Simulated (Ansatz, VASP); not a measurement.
One calculation of C, two programs

The input INCAR:

```
ALGO = Normal
EDIFF = 1E-7
ENCUT = 520
GGA = PS
ISIF = 2
ISMEAR = -1
LASPH = T
LCHARG = F
LREAL = F
LWAVE = F
NBANDS = 16
NELM = 80
PREC = Accurate
SIGMA = 0.05
```

The input KPOINTS:

```
k-points
0
Gamma
  19 5 11
```

Contents of POSCAR:

```
C
1.0
   -0.8531263118      1.4776581173      0.0000000000
    0.0000000000      0.0000000000      6.3117731547
    2.5593789354      1.4776581173      0.0000000000
C
4
Direct
    0.5000000000      0.2500000000      0.1666666670
    0.0000000000      0.2500000000      0.6666666670
    0.0000000000      0.7500000000      0.3333333330
    0.5000000000      0.7500000000      0.8333333330
```

Input for Ansatz:

```yaml
crystal:
  lattice:
    - [-0.8531263118, 1.4776581173, 0.0]
    - [0.0, 0.0, 6.3117731547]
    - [2.5593789354, 1.4776581173, 0.0]
  atoms:
    - { symbol: C, position: [0.5, 0.25, 0.166666667] }
    - { symbol: C, position: [0.0, 0.25, 0.666666667] }
    - { symbol: C, position: [0.0, 0.75, 0.333333333] }
    - { symbol: C, position: [0.5, 0.75, 0.833333333] }
kpoints:
  mp_grid: { grid: [19, 5, 11] }
scf:
  occupations: { method: fermi_dirac, width: 0.05 }
hamiltonian:
  xc: pbesol
  pseudopotentials: { kind: all_electron, lapw: { basis_error: 0.001 } }
output:
  forces: true
  stress: true
  eigenvalues: true
```

Alike in both runs: task single point; functional PBEsol; k mesh 19 × 5 × 11; occupations fermi-dirac, width 0.05 eV; no spin polarisation.

```csv
,VASP,Ansatz
version,VASP 6.6.1,Ansatz 0.2.0
potentials or method,"VASP PAW PBE potentials, release 64 (C), cutoff 520 eV","all-electron LAPW, scalar-relativistic"
```

Ansatz gave:

```
pressure (GPa)                                                : -1.4
traceless stress, the component that is largest in VASP (GPa) : -9.00
```

**Question.** What did VASP give for the same quantities?

**Answer.** Pressure (GPa): -1.2; traceless stress, the component that is largest in VASP (GPa): -8.95.

VASP's potentials were made for PBE, not for PBEsol. Ansatz ran all-electron here, and VASP with PAW potentials.
